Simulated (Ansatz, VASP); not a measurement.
**SiO2: VASP beside Ansatz**

Contents of INCAR:

```
PREC = Accurate ; ENCUT = 600
EDIFF = 1E-7 ; ISMEAR = 0
SIGMA = 0.02 ; LREAL = F
LASPH = T ; NELM = 80
ALGO = Normal ; ISIF = 3
LWAVE = F ; LCHARG = F
GGA = PE ; IVDW = 12
IBRION = 2 ; NSW = 100
EDIFFG = -0.002
```

KPOINTS

```
Automatic mesh
0
Gamma
  6 6 8
```

POSCAR

```
SiO2
1.0
    4.1865000000      0.0000000000      0.0000000000
    0.0000000000      4.1865000000      0.0000000000
    0.0000000000      0.0000000000      2.6684000000
Si O
2 4
Direct
    0.0000000000      0.0000000000      0.0000000000
    0.5000000000      0.5000000000      0.5000000000
    0.3059000000      0.3059000000      0.0000000000
    0.1941000000      0.8059000000      0.5000000000
    0.6941000000      0.6941000000      0.0000000000
    0.8059000000      0.1941000000      0.5000000000
```

Input for Ansatz:

```yaml
crystal:
  lattice:
    - [4.1865, 0.0, 0.0]
    - [0.0, 4.1865, 0.0]
    - [0.0, 0.0, 2.6684]
  atoms:
    - { symbol: Si, position: [0.0, 0.0, 0.0] }
    - { symbol: Si, position: [0.5, 0.5, 0.5] }
    - { symbol: O, position: [0.3059, 0.3059, 0.0] }
    - { symbol: O, position: [0.1941, 0.8059, 0.5] }
    - { symbol: O, position: [0.6941, 0.6941, 0.0] }
    - { symbol: O, position: [0.8059, 0.1941, 0.5] }
basis:
  ecutwfc: 420
kpoints:
  mp_grid: { grid: [6, 6, 8] }
hamiltonian:
  xc: pbe
  dispersion: d3bj
  pseudopotentials: { kind: paw, azcp: { folder: soft_1 } }
scf:
  occupations: { method: gaussian, width: 0.02 }
output:
  forces: true
  stress: true
  eigenvalues: true
  write_density: true
  write_potential: true
  elf: true
  volumetric_format: npy
relax:
  adjacent_minimum: "off"
  f_tol: 0.002
  max_steps: 80
  cell: { stress_tol: 0.02 }
```

Alike in both runs: task relaxation of cell and atoms; functional PBE; dispersion D3(BJ); k mesh 6 × 6 × 8; occupations gaussian, width 0.02 eV; no spin polarisation.

```csv
,VASP,Ansatz
version,VASP 6.6.1,Ansatz 0.2.0
potentials or method,"VASP PAW PBE potentials, release 64 (Si, O), cutoff 600 eV","scalar-relativistic, plane waves, PAW"
valence electrons in the cell,32,32
```

```tsv
	VASP	Ansatz	Ansatz less VASP
gap on the k mesh at the Fermi level, each at its own relaxed structure (eV)	5.30	5.31	+0.014
relaxed volume (Å³/atom)	7.89	7.90	+0.009
relaxed length of the cell vector where the two differ most in proportion (Å)	4.200	4.204	+0.0042
```
